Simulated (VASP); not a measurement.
# Al (P6_3/mmc) in VASP: notebook, part 3 of 3

VASP 6.6.1. The steps go on from the part before.

**4. Relaxation of volume and atoms at fixed shape, r2SCAN**

File POSCAR:

```
Al
1.0
    2.8270770000      0.0000000000      0.0000000000
   -1.4135390000      2.4483210000      0.0000000000
    0.0000000000      0.0000000000      9.1859930000
Al
4
Direct
    0.0000000000      0.0000000000      0.0000000000
    0.3333333333      0.6666666667      0.2500000000
    0.0000000000      0.0000000000      0.5000000000
    0.6666666667      0.3333333333      0.7500000000
```

File INCAR.step1:

```
PREC = Accurate ; ENCUT = 600
ISMEAR = 1 ; SIGMA = 0.05
LREAL = False ; LASPH = True
NELM = 100 ; GGA = PE
ALGO = Normal ; EDIFF = 1E-4
LWAVE = True ; LCHARG = False
```

File INCAR.step2:

```
PREC = Accurate ; ENCUT = 600
EDIFF = 1E-6 ; ISMEAR = 1
SIGMA = 0.05 ; LREAL = False
LASPH = True ; NELM = 100
ALGO = Normal ; ISIF = 8
LWAVE = False ; LCHARG = False
METAGGA = R2SCAN ; LMIXTAU = True
IBRION = 2 ; NSW = 80
EDIFFG = -0.01 ; ISTART = 1
```

File KPOINTS:

```
Automatic mesh
0
Gamma
  9 9 3
```

Potentials or basis: VASP PAW PBE potentials, release 64 (Al).

Run with:

```console
$ cat potpaw_PBE.64/Al/POTCAR > POTCAR
$ cp INCAR.step1 INCAR
$ mpirun -np 1 vasp_std > vasp.out
$ cp INCAR.step2 INCAR
$ mpirun -np 1 vasp_std > vasp.out
```

OUTCAR:

```text
PREC = Accurate
   ENCUT = 600
   EDIFF = 1E-6
   ISMEAR = 1
   LREAL = False
   LASPH = True
   NELM = 100
   ISIF = 8
   METAGGA = R2SCAN
   IBRION = 2
   NSW = 80
   EDIFFG = -0.01
   ISTART = 1

 ion  position               nearest neighbor table
   1  0.000  0.000  0.000-   4 2.82   2 2.82   4 2.82   2 2.82   4 2.82   2 2.82
   2  0.333  0.667  0.250-   1 2.82   3 2.82   1 2.82   3 2.82   1 2.82   3 2.82
   3  0.000  0.000  0.500-   4 2.82   2 2.82   4 2.82   2 2.82   4 2.82   2 2.82
   4  0.667  0.333  0.750-   1 2.82   3 2.82   1 2.82   3 2.82   1 2.82   3 2.82

  LATTYP: Found a hexagonal cell.
 ALAT       =     2.8270770000
 C/A-ratio  =     3.2492899910

  Lattice vectors:

 A1 = (   2.8270770000,   0.0000000000,   0.0000000000)
 A2 = (  -1.4135390000,   2.4483210000,   0.0000000000)
 A3 = (   0.0000000000,   0.0000000000,   9.1859930000)

Analysis of symmetry for initial positions (statically):
=====================================================================
 Subroutine PRICEL returns:
 Original cell was already a primitive cell.

 Routine SETGRP: Setting up the symmetry group for a
 hexagonal supercell.

 Subroutine GETGRP returns: Found 24 space group operations
 (whereof 12 operations were pure point group operations)
 out of a pool of 24 trial point group operations.

The static configuration has the point symmetry D_3d.
 The point group associated with its full space group is D_6h.

Analysis of symmetry for dynamics (positions and initial velocities):
=====================================================================
 Subroutine PRICEL returns:
 Original cell was already a primitive cell.

 Routine SETGRP: Setting up the symmetry group for a
 hexagonal supercell.

 Subroutine GETGRP returns: Found 24 space group operations
 (whereof 12 operations were pure point group operations)
 out of a pool of 24 trial point group operations.

The dynamic configuration has the point symmetry D_3d.
 The point group associated with its full space group is D_6h.

 Subroutine INISYM returns: Found 24 space group operations
 (whereof 12 operations are pure point group operations),
 and found     1 'primitive' translations

----------------------------------------------------------------------------------------

                                     Primitive cell

  volume of cell :      63.5817

  direct lattice vectors                    reciprocal lattice vectors
     2.827077000  0.000000000  0.000000000     0.353722237  0.204221659  0.000000000
    -1.413539000  2.448321000  0.000000000     0.000000000  0.408443174  0.000000000
     0.000000000  0.000000000  9.185993000     0.000000000  0.000000000  0.108861394

  length of vectors
     2.827077000  2.827077683  9.185993000     0.408443273  0.408443174  0.108861394

  position of ions in fractional coordinates (direct lattice)
     0.000000000  0.000000000  0.000000000
     0.333333333  0.666666667  0.250000000
     0.000000000  0.000000000  0.500000000
     0.666666667  0.333333333  0.750000000

  ion indices of the primitive-cell ions
   primitive index   ion index
                 1           1
                 2           2
                 3           3
                 4           4

----------------------------------------------------------------------------------------

 KPOINTS: Automatic mesh

Automatic generation of k-mesh.
 Grid dimensions read from file:
 generate k-points for:    9    9    3

 Generating k-lattice:

  Cartesian coordinates                     Fractional coordinates (reciprocal lattice)
     0.039302471  0.022691295  0.000000000     0.111111111  0.000000000  0.000000000
     0.000000000  0.045382575  0.000000000     0.000000000  0.111111111  0.000000000
     0.000000000  0.000000000  0.036287131     0.000000000  0.000000000  0.333333333

  Length of vectors
     0.045382586  0.045382575  0.036287131

  Shift w.r.t. Gamma in fractional coordinates (k-lattice)
     0.000000000  0.000000000  0.000000000

 Subroutine IBZKPT returns following result:
 ===========================================

 Found     24 irreducible k-points:

 Following reciprocal coordinates:
            Coordinates               Weight
  0.000000  0.000000  0.000000      1.000000
  0.111111  0.000000  0.000000      6.000000
  0.222222  0.000000  0.000000      6.000000
  0.333333  0.000000  0.000000      6.000000
  0.444444  0.000000  0.000000      6.000000
  0.111111  0.111111  0.000000      6.000000
[... 16 lines left out ...]
  0.333333  0.222222  0.333333     24.000000
  0.333333  0.333333  0.333333      4.000000
   k-points           NKPTS =     24   k-points in BZ     NKDIM =     24   number of bands    NBANDS=     10
   number of dos      NEDOS =    301   number of ions     NIONS =      4
   total plane-waves  NPLWV =  46080
   dimension x,y,z NGX =    24 NGY =   24 NGZ =   80
   dimension x,y,z NGXF=    48 NGYF=   48 NGZF=  160
   ions per type =               4
   NGX,Y,Z   is equivalent  to a cutoff of  14.11, 14.11, 14.48 a.u.
   NGXF,Y,Z  is equivalent  to a cutoff of  28.23, 28.23, 28.96 a.u.
 SYSTEM =  unknown system
   PREC   = accura    normal or accurate (medium, high low for compatibility)
   ISTART =      1    job   : 0-new  1-cont  2-samecut
   ICHARG =      0    charge: 1-file 2-atom 10-const
   ISPIN  =      1    spin polarized calculation?
   LNONCOLLINEAR =      F non collinear calculations
   LSORBIT =      F    spin-orbit coupling
   LASPH  =      T    aspherical Exc in radial PAW
   ENCUT  =  600.0 eV  44.10 Ry    6.64 a.u.   5.65  5.65 18.35*2*pi/ulx,y,z
   NELM   =    100;   NELMIN=  2; NELMDL=  0     # of ELM steps
   EDIFF  = 0.1E-05   stopping-criterion for ELM
   LREAL  =      F    real-space projection
   EDIFFG = -.1E-01   stopping-criterion for IOM
   NSW    =     80    number of steps for IOM
   IBRION =      2    ionic relax: 0-MD 1-quasi-New 2-CG
   NFREE  =      1    steps in history (QN), initial steepest desc. (CG)
   ISIF   =      8    stress and relaxation
   ISYM   =      2    0-nonsym 1-usesym 2-fastsym
   POTIM  = 0.5000    time-step for ionic-motion
   TEBEG  =    0.0;   TEEND  =   0.0 temperature during run
   PSTRESS=    0.0 pullay stress
   NELECT =      12.0000    total number of electrons
   NUPDOWN=      -1.0000    fix difference up-down
   EMIN   =  10.00;   EMAX   =-10.00  energy-range for DOS
   EFERMI =   0.00;   METHOD = LEGACY
   ISMEAR =     1;   SIGMA  =   0.05  broadening in eV -4-tet -1-fermi 0-gaus
   EFERMI_NEDOS =   21; number of points for ismear=-14 and -15
   IALGO  =     38    algorithm
   IMIX   =      4    mixing-type and parameters
     AMIX     =   0.40;   BMIX     =  1.00
     AMIX_MAG =   1.60;   BMIX_MAG =  1.00
  volume/ion in A,a.u.               =      15.90       107.27
  Fermi-wavevector in a.u.,A,eV,Ry     =   0.939055  1.774557 11.997958  0.881825
  Thomas-Fermi vector in A             =   2.066329
   LORBIT       =      0    0 simple, 1 ext, 2 COOP (PROOUT), +10 PAW based schemes
   METAGGA = R2SCAN    functional components
   LHFCALC =     F    Hartree Fock is set to
   AEXX    =    0.0000 exact exchange contribution
   IVDW    =     0    specifies the selected vdW correction
   LEPSILON=     F    determine dielectric tensor
   LRPA    =     F    only Hartree local field effects (RPA)
 conjugate gradient relaxation of ions
 non-spin polarized calculation
 Methfessel and Paxton  Order N= 1 SIGMA  =   0.05
  energy-cutoff  :      600.00
  volume of cell :       63.58
 maximum number of plane-waves:      2140
 NGX is ok and might be reduce to    24
   NGX = 11   NGY = 11   NGZ = 37

--------------------------------------- Ionic step        1  -------------------------------------------

 number of electron      12.0000000 magnetization

 Free energy of the ion-electron system (eV)
  ---------------------------------------------------
  ext. energy  EPLUGINS =         0.00000000
  ---------------------------------------------------
  free energy    TOTEN  =       -26.88076495 eV

  energy without entropy =      -26.88026167  energy(sigma->0) =      -26.88059719

------------------------ aborting loop because EDIFF is reached ----------------------------------------

  FORCE on cell =-STRESS in cart. coord.  units (eV):
  Direction    XX          YY          ZZ          XY          YZ          ZX
  --------------------------------------------------------------------------------------
  -------------------------------------------------------------------------------------
  Total       -0.5603402     -0.5603404      0.7882188      0.0000001     -0.0000000      0.0000000
  in kB      -14.1198545    -14.1198602     19.8621046      0.0000029     -0.0000000      0.0000000
  external PRESSURE =      -2.7925367 kB  Pullay stress =       0.0000000 kB
[... 61 lines left out ...]
  energy  without entropy=      -26.8804301554  energy(sigma->0) =      -26.88078026

--------------------------------------- Ionic step        3  -------------------------------------------

 number of electron      12.0000000 magnetization

 Free energy of the ion-electron system (eV)
  ---------------------------------------------------
  ext. energy  EPLUGINS =         0.00000000
  ---------------------------------------------------
  free energy    TOTEN  =       -26.88096527 eV

  energy without entropy =      -26.88044516  energy(sigma->0) =      -26.88079190

 E-fermi :   8.3024     XC(G=0): -11.0613

 val. band max:        8.2847382926   @ k =   0.3333   0.2222   0.3333
 cond. band min:       8.3756434737   @ k =   0.3333   0.3333   0.3333
 fundamental gap:      0.0909051811
 Fermi energy:         8.3024220757

 k-point     1 :       0.0000    0.0000    0.0000
  band No.  band energies     occupation
      1      -3.6868      2.00000
      2      -1.8383      2.00000
      3      -1.8248      2.00000
      4       3.3081      2.00000
      5       3.9231      2.00000
      6      12.2953      0.00000
      7      12.3002      0.00000
      8      20.0896      0.00000
      9      20.0896      0.00000
     10      20.2001      0.00000
[... 328 lines left out ...]
  FREE ENERGIE OF THE ION-ELECTRON SYSTEM (eV)
  ---------------------------------------------------
  free  energy   TOTEN  =       -26.8809652677 eV

  energy  without entropy=      -26.8804451552  energy(sigma->0) =      -26.88079190

 reached required accuracy - stopping structural energy minimisation
```

It took 58 s on 1 thread of Intel Xeon 6975P-C (Granite Rapids), shared host; peak memory 0.2 GiB.

Results:

- Free energy: -26.8810 eV
- Relaxed volume: 15.84 Å³/atom
- Relaxed cell: a = 2.824 Å, b = 2.824 Å, c = 9.176 Å, α = 90.00°, β = 90.00°, γ = 120.00°
- Space group after relaxing (to 0.05 Å): P6_3/mmc (No. 194)
- Energy gained by relaxing: 0.1 meV/atom
- Ionic steps: 3
- Pressure after relaxing: 0.0 GPa
- Band gap on the k mesh: zero (band 6 reaches 12.72 eV, above the bottom of band 7 at 7.01 eV)

Stress tensor (GPa, compression positive):
```
-1.11  0.00  0.00
 0.00 -1.11  0.00
 0.00  0.00  2.30
```

Step by step:
```csv
step,energy change (eV),largest force (eV/Å),pressure (GPa),volume (Å³)
1,0.0000,0.0000,-0.28,63.58
2,-0.0002,0.0000,0.11,63.33
3,-0.0002,0.0000,0.03,63.38
```

Final structure:
```yaml
crystal:
  lattice:
    - [2.82404, 0.00000, 0.00000]
    - [-1.41202, 2.44569, 0.00000]
    - [0.00000, 0.00000, 9.17613]
  atoms:
    - { symbol: Al, position: [0.00000, 0.00000, 0.00000] }
    - { symbol: Al, position: [0.33333, 0.66667, 0.25000] }
    - { symbol: Al, position: [0.00000, 0.00000, 0.50000] }
    - { symbol: Al, position: [0.66667, 0.33333, 0.75000] }
```

Caveat: the PAW data sets were made with another functional, which shifts forces and pressure a little.

**5. Relaxation of volume and atoms at fixed shape, r2SCAN**

POSCAR is that of step 4.

File INCAR.step1:

```
SYSTEM = Al
PREC     = Accurate       ! precision mode
ENCUT    = 600            ! plane-wave cutoff, eV
ISMEAR   = 1              ! smearing method
SIGMA    = 0.05           ! smearing width, eV
LREAL    = .False.        ! projectors in reciprocal space
LASPH    = .True.         ! aspherical terms in the spheres
NELM     = 60             ! most SCF steps
GGA      = PE             ! functional
ALGO     = Normal         ! electronic algorithm
EDIFF    = 1E-4           ! SCF threshold, eV
LWAVE    = .True.         ! write WAVECAR
LCHARG   = .False.        ! write CHGCAR
```

File INCAR.step2:

```
SYSTEM = Al
PREC     = Accurate       ! precision mode
ENCUT    = 600            ! plane-wave cutoff, eV
EDIFF    = 1E-6           ! SCF threshold, eV
ISMEAR   = 1              ! smearing method
SIGMA    = 0.05           ! smearing width, eV
LREAL    = .False.        ! projectors in reciprocal space
LASPH    = .True.         ! aspherical terms in the spheres
NELM     = 60             ! most SCF steps
ALGO     = Normal         ! electronic algorithm
ISIF     = 8              ! what is computed and relaxed
LWAVE    = .False.        ! write WAVECAR
LCHARG   = .False.        ! write CHGCAR
METAGGA  = R2SCAN         ! meta-GGA
LMIXTAU  = .True.       
IBRION   = 2              ! ionic algorithm
NSW      = 80             ! ionic steps
EDIFFG   = -0.01          ! ionic threshold
ISTART   = 1
```

File KPOINTS:

```
Automatic mesh
0
Gamma
  9 9 3
  0 0 0
```

Run with:

```console
$ cat potpaw_PBE.64/Al/POTCAR > POTCAR
$ cp INCAR.step1 INCAR
$ mpirun -np 1 vasp_std > vasp.out
$ cp INCAR.step2 INCAR
$ mpirun -np 1 vasp_std > vasp.out
```

Wall time 59 s (1 thread of Intel Xeon 6975P-C (Granite Rapids), shared host); peak memory 0.2 GiB.

It converged, with:

```yaml
Free_energy: -26.8810 eV
Relaxed_volume: 15.84 Å³/atom
Relaxed_cell: a = 2.824 Å, b = 2.824 Å, c = 9.176 Å, α = 90.00°, β = 90.00°, γ = 120.00°
Space_group_after_relaxing_to_0.05_Å: P6_3/mmc (No. 194)
Energy_gained_by_relaxing: 0.1 meV/atom
Ionic_steps: 3
Pressure_after_relaxing: 0.0 GPa
Band_gap_on_the_k_mesh: zero (band 6 reaches 12.72 eV, above the bottom of band 7 at 7.01 eV)
```

Stress tensor (GPa, compression positive):
```
-1.11  0.00  0.00
 0.00 -1.11  0.00
 0.00  0.00  2.30
```

The path:
| step | energy change (eV) | largest force (eV/Å) | pressure (GPa) | volume (Å³) |
| --- | --- | --- | --- | --- |
| 1 | 0.0000 | 0.0000 | -0.28 | 63.58 |
| 2 | -0.0002 | 0.0000 | 0.11 | 63.33 |
| 3 | -0.0002 | 0.0000 | 0.03 | 63.38 |

Final structure:
```
Al
1.0
     2.82404    0.00000    0.00000
    -1.41202    2.44569    0.00000
     0.00000    0.00000    9.17613
Al
4
Direct
  0.00000 0.00000 0.00000
  0.33333 0.66667 0.25000
  0.00000 0.00000 0.50000
  0.66667 0.33333 0.75000
```

Levels at points of the mesh, in eV from the Fermi level:
```tsv
k point	band 1	band 2	band 3	band 4	band 5	band 6	band 7	band 8	band 9	band 10
(0.00, 0.00, 0.00)	-11.99	-10.14	-10.13	-4.99	-4.38	3.99	4.00	11.79	11.79	11.90
```

Caveat: the PAW data sets were made with another functional, which shifts forces and pressure a little.
